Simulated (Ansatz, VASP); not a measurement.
# Two plane-wave programs on Sc

```
Sc
1.0
     3.40562    0.00000    0.00000
    -1.70281    2.94935    0.00000
     0.00000    0.00000    5.31898
Sc
2
Direct
  0.33333 0.66667 0.25000
  0.66667 0.33333 0.75000
```

Alike in both runs: task single point; functional PBE; k mesh 18 × 18 × 10; occupations fermi-dirac, width 0.1 eV; no spin polarisation.

|  | VASP | Ansatz |
| --- | --- | --- |
| version | VASP 6.6.1 | Ansatz 0.2.0 |
| potentials or method | VASP PAW PBE potentials, release 64 (Sc_sv), cutoff 520 eV | plane waves (420 eV) with PAW, scalar-relativistic |
| valence electrons in the cell | 22 | 22 |

|  | VASP | Ansatz | Ansatz less VASP |
| --- | --- | --- | --- |
| pressure (GPa) | -3.6 | -3.6 | -0.01 |
| traceless stress, the component that is largest in VASP (GPa) | 0.15 | 0.15 | -0.002 |
